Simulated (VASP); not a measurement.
# W (Im-3m) in VASP: single point with PBEsol

Aim: the single point of W with PBEsol.

All numbers are computed with VASP 6.6.1; they aren't measurements. Logs are shortened: lines on timing, memory, paths and dates and some standing lists are left out, and cuts for length are marked.

## Step 1: The cell of the first run

Symmetry: Im-3m, No. 229, cubic system. Conventional cell: a = 3.170 Å, b = 3.170 Å, c = 3.170 Å, α = 90.00°, β = 90.00°, γ = 90.00°. Within 3.6 Å of W (site symmetry m-3m) lie 14 W at 2.75 to 3.17 Å.

## Step 2: Single point, PBEsol

INCAR reads:

```
PREC = Accurate
ENCUT = 500
EDIFF = 1E-6
ISMEAR = -1
SIGMA = 0.1
LREAL = F
LASPH = T
NELM = 120
ALGO = Normal
ISIF = 2
LWAVE = F
LCHARG = F
GGA = PS
NBANDS = 208
GGA_COMPAT = F
```

KPOINTS reads:

```
Automatic mesh
0
Gamma
  3 3 3
```

POSCAR reads:

```
W
1.0
   -4.7554733403      4.7554733403      4.7554733403
    4.7554733403     -4.7554733403      4.7554733403
    4.7554733403      4.7554733403     -4.7554733403
W
27
Direct
    0.0000000000      0.0000000000      0.0000000000
    0.0000000000      0.0000000000      0.3333333333
    0.0000000000      0.0000000000      0.6666666667
    0.0000000000      0.3333333333      0.0000000000
    0.0000000000      0.3333333333      0.3333333333
    0.0000000000      0.3333333333      0.6666666667
    0.0000000000      0.6666666667      0.0000000000
    0.0000000000      0.6666666667      0.3333333333
    0.0000000000      0.6666666667      0.6666666667
    0.3333333333      0.0000000000      0.0000000000
    0.3333333333      0.0000000000      0.3333333333
    0.3333333333      0.0000000000      0.6666666667
    0.3333333333      0.3333333333      0.0000000000
    0.3333333333      0.3333333333      0.3333333333
    0.3333333333      0.3333333333      0.6666666667
    0.3333333333      0.6666666667      0.0000000000
    0.3333333333      0.6666666667      0.3333333333
    0.3333333333      0.6666666667      0.6666666667
    0.6666666667      0.0000000000      0.0000000000
    0.6666666667      0.0000000000      0.3333333333
    0.6666666667      0.0000000000      0.6666666667
    0.6666666667      0.3333333333      0.0000000000
    0.6666666667      0.3333333333      0.3333333333
    0.6666666667      0.3333333333      0.6666666667
    0.6666666667      0.6666666667      0.0000000000
    0.6666666667      0.6666666667      0.3333333333
    0.6666666667      0.6666666667      0.6666666667
```

Potentials or basis: VASP PAW PBE potentials, release 64 (W_sv).

The run is started by

```bash
> cat potpaw_PBE.64/W_sv/POTCAR > POTCAR
> mpirun -np 1 vasp_std > vasp.out
```

OUTCAR:

```text
PREC = Accurate
   ENCUT = 500
   EDIFF = 1E-6
   ISMEAR = -1
   LREAL = F
   LASPH = T
   NELM = 120
   ISIF = 2
   GGA = PS

 ion  position               nearest neighbor table
   1  0.000  0.000  0.000-   2 2.75   3 2.75   4 2.75   7 2.75  10 2.75  14 2.75  19 2.75  27 2.75
                            13 3.17   9 3.17   5 3.17  21 3.17  25 3.17  11 3.17
   2  0.000  0.000  0.333-   1 2.75   5 2.75   8 2.75  11 2.75  20 2.75  25 2.75  15 2.75   3 2.75
                            19 3.17  14 3.17   7 3.17  26 3.17   6 3.17  12 3.17
   3  0.000  0.000  0.667-   1 2.75   6 2.75   9 2.75  12 2.75  13 2.75  21 2.75  26 2.75   2 2.75
                            15 3.17   4 3.17  10 3.17  27 3.17  20 3.17   8 3.17
   4  0.000  0.333  0.000-   1 2.75   5 2.75   6 2.75  13 2.75  21 2.75  22 2.75  17 2.75   7 2.75
                            19 3.17  14 3.17   3 3.17  24 3.17  16 3.17   8 3.17
   5  0.000  0.333  0.333-   2 2.75   4 2.75  14 2.75  19 2.75  23 2.75  18 2.75   6 2.75   8 2.75
                            20 3.17  22 3.17   1 3.17  17 3.17  15 3.17   9 3.17
   6  0.000  0.333  0.667-   3 2.75   4 2.75  15 2.75  24 2.75  16 2.75  20 2.75   5 2.75   9 2.75
                            21 3.17  13 3.17   2 3.17   7 3.17  23 3.17  18 3.17
   7  0.000  0.667  0.000-   1 2.75   8 2.75   9 2.75  11 2.75  16 2.75  25 2.75  24 2.75   4 2.75
                            17 3.17   2 3.17  10 3.17  27 3.17  22 3.17   6 3.17
   8  0.000  0.667  0.333-   2 2.75   7 2.75  17 2.75  26 2.75  22 2.75  12 2.75   5 2.75   9 2.75
                            25 3.17  11 3.17   3 3.17  23 3.17   4 3.17  18 3.17
   9  0.000  0.667  0.667-   3 2.75   7 2.75  10 2.75  18 2.75  27 2.75  23 2.75   6 2.75   8 2.75
[... 43 lines left out ...]
 A1 = (  -4.7554733403,   4.7554733403,   4.7554733403)
 A2 = (   4.7554733403,  -4.7554733403,   4.7554733403)
 A3 = (   4.7554733403,   4.7554733403,  -4.7554733403)

Analysis of symmetry for initial positions (statically):
=====================================================================
 Subroutine PRICEL returns following result:

  LATTYP: Found a body centered cubic cell.
 ALAT       =     3.1703155599

  Lattice vectors:

 A1 = (  -1.5851577799,   1.5851577799,   1.5851577799)
 A2 = (   1.5851577799,  -1.5851577799,   1.5851577799)
 A3 = (   1.5851577799,   1.5851577799,  -1.5851577799)

  27 primitive cells build up your supercell.

 Routine SETGRP: Setting up the symmetry group for a
 body centered cubic supercell.

 Subroutine GETGRP returns: Found 48 space group operations
 (whereof 48 operations were pure point group operations)
 out of a pool of 48 trial point group operations.

The static configuration has the point symmetry O_h .

Analysis of symmetry for dynamics (positions and initial velocities):
=====================================================================
[... 107 lines left out ...]
   PSTRESS=    0.0 pullay stress
   NELECT =     378.0000    total number of electrons
   NUPDOWN=      -1.0000    fix difference up-down
   EMIN   =  10.00;   EMAX   =-10.00  energy-range for DOS
   EFERMI =   0.00;   METHOD = LEGACY
   ISMEAR =    -1;   SIGMA  =   0.10  broadening in eV -4-tet -1-fermi 0-gaus
   EFERMI_NEDOS =   21; number of points for ismear=-14 and -15
   IALGO  =     38    algorithm
   IMIX   =      4    mixing-type and parameters
     AMIX     =   0.40;   BMIX     =  1.00
     AMIX_MAG =   1.60;   BMIX_MAG =  1.00
  volume/ion in A,a.u.               =      15.93       107.52
  Fermi-wavevector in a.u.,A,eV,Ry     =   1.568044  2.963174 33.453504  2.458763
  Thomas-Fermi vector in A             =   2.670134
   LORBIT       =      0    0 simple, 1 ext, 2 COOP (PROOUT), +10 PAW based schemes
   GGA     = PS    functional components
   LHFCALC =     F    Hartree Fock is set to
   AEXX    =    0.0000 exact exchange contribution
   IVDW    =     0    specifies the selected vdW correction
   LEPSILON=     F    determine dielectric tensor
   LRPA    =     F    only Hartree local field effects (RPA)
 non-spin polarized calculation
  energy-cutoff  :      500.00
  volume of cell :      430.17
 maximum number of plane-waves:     10954
   NGX = 31   NGY = 31   NGZ = 31

 number of electron     378.0000074 magnetization

 Free energy of the ion-electron system (eV)
  ---------------------------------------------------
  ext. energy  EPLUGINS =         0.00000000
  ---------------------------------------------------
  free energy    TOTEN  =      -373.32436934 eV

  energy without entropy =     -372.79539567  energy(sigma->0) =     -373.05988250

 E-fermi :  11.2183     XC(G=0): -13.7322

 val. band max:       10.9481447890   @ k =   0.3333   0.3333   0.0000
 cond. band min:      11.2772425075   @ k =   0.3333   0.0000   0.0000
 fundamental gap:      0.3290977185
 Fermi energy:        11.2183365278

 k-point     1 :       0.0000    0.0000    0.0000
  band No.  band energies     occupation
      1     -62.9511      2.00000
      2     -62.8526      2.00000
      3     -62.8526      2.00000
      4     -62.8526      2.00000
      5     -62.8526      2.00000
      6     -62.8526      2.00000
[... 805 lines left out ...]
    200      11.9861      0.00093
    201      11.9862      0.00093
 [bands above 201 left out]

------------------------ aborting loop because EDIFF is reached ----------------------------------------

  FORCE on cell =-STRESS in cart. coord.  units (eV):
  Direction    XX          YY          ZZ          XY          YZ          ZX
  --------------------------------------------------------------------------------------
  -------------------------------------------------------------------------------------
  Total      -12.1337862    -12.1337862    -12.1337862     -0.0000000     -0.0000000      0.0000000
  in kB      -45.1924279    -45.1924279    -45.1924279     -0.0000000     -0.0000000      0.0000000
  external PRESSURE =     -45.1924279 kB  Pullay stress =       0.0000000 kB

 VOLUME and BASIS-vectors are now :
 -----------------------------------------------------------------------------
  energy-cutoff  :      500.00
  volume of cell :      430.17
      direct lattice vectors                 reciprocal lattice vectors
    -4.755473340  4.755473340  4.755473340     0.000000000  0.105142005  0.105142005
     4.755473340 -4.755473340  4.755473340     0.105142005  0.000000000  0.105142005
     4.755473340  4.755473340 -4.755473340     0.105142005  0.105142005  0.000000000

 POSITION                                       TOTAL-FORCE (eV/Angst)
 -----------------------------------------------------------------------------------
      0.00000      0.00000      0.00000        -0.000000     -0.000000      0.000000
      1.58516      1.58516     -1.58516        -0.000000      0.000000     -0.000000
      3.17032      3.17032     -3.17032        -0.000000     -0.000000      0.000000
      1.58516     -1.58516      1.58516         0.000000      0.000000     -0.000000
      3.17032      0.00000      0.00000        -0.000000      0.000000      0.000000
      4.75547      1.58516     -1.58516        -0.000000     -0.000000     -0.000000
[... 19 lines left out ...]
      1.58516      1.58516      4.75547        -0.000000     -0.000000     -0.000000
      3.17032      3.17032      3.17032         0.000000      0.000000      0.000000
 -----------------------------------------------------------------------------------
    total drift:                                0.000000     -0.000000      0.000000

  FREE ENERGIE OF THE ION-ELECTRON SYSTEM (eV)
  ---------------------------------------------------
  free  energy   TOTEN  =      -373.3243693404 eV

  energy  without entropy=     -372.7953956686  energy(sigma->0) =     -373.05988250
```

OSZICAR:

```text
N       E                     dE             d eps       ncg     rms          rms(c)
DAV:   1     0.599083749528E+04    0.59908E+04   -0.20916E+05  1672   0.211E+03
DAV:   2     0.163717349604E+03   -0.58271E+04   -0.57508E+04  1664   0.733E+02
DAV:   3    -0.352467305494E+03   -0.51618E+03   -0.49009E+03  1888   0.183E+02
DAV:   4    -0.390478060446E+03   -0.38011E+02   -0.36742E+02  1968   0.378E+01
DAV:   5    -0.392191133061E+03   -0.17131E+01   -0.16846E+01  2032   0.715E+00    0.112E+02
DAV:   6    -0.377294412066E+03    0.14897E+02   -0.21588E+01  1880   0.149E+01    0.440E+01
DAV:   7    -0.373458885232E+03    0.38355E+01   -0.11708E+01  1856   0.996E+00    0.290E+00
DAV:   8    -0.373326834411E+03    0.13205E+00   -0.33492E-01  1960   0.168E+00    0.540E-01
DAV:   9    -0.373324300959E+03    0.25335E-02   -0.17491E-02  2064   0.283E-01    0.217E-01
DAV:  10    -0.373324359962E+03   -0.59002E-04   -0.86660E-04  2096   0.594E-02    0.151E-01
DAV:  11    -0.373324365795E+03   -0.58331E-05   -0.20607E-04  1872   0.255E-02    0.823E-03
DAV:  12    -0.373324367854E+03   -0.20592E-05   -0.49189E-05  1256   0.396E-03    0.727E-03
DAV:  13    -0.373324367525E+03    0.32928E-06   -0.22325E-05  1096   0.138E-03    0.650E-04
DAV:  14    -0.373324368790E+03   -0.12654E-05   -0.11488E-05  1096   0.682E-04    0.430E-05
DAV:  15    -0.373324369340E+03   -0.55034E-06   -0.56453E-06  1048   0.402E-04
   1 F= -.37332437E+03 E0= -.37305988E+03  d E =-.528974E+00
```

Wall time 19 min (1 thread of Intel Xeon 8259CL, shared host); peak memory 0.6 GiB.

Results:

| Quantity | Value |
| --- | --- |
| Free energy | -373.3244 eV |
| Pressure | -4.5 GPa |
| Band gap on the k mesh | zero (bands 189 and 190 overlap by 1.60 eV) |

Caveat: the cell stands under tension; the PAW data sets were made with another functional, which shifts forces and pressure a little; spin-orbit coupling is left out, which moves the levels of the heavy elements.
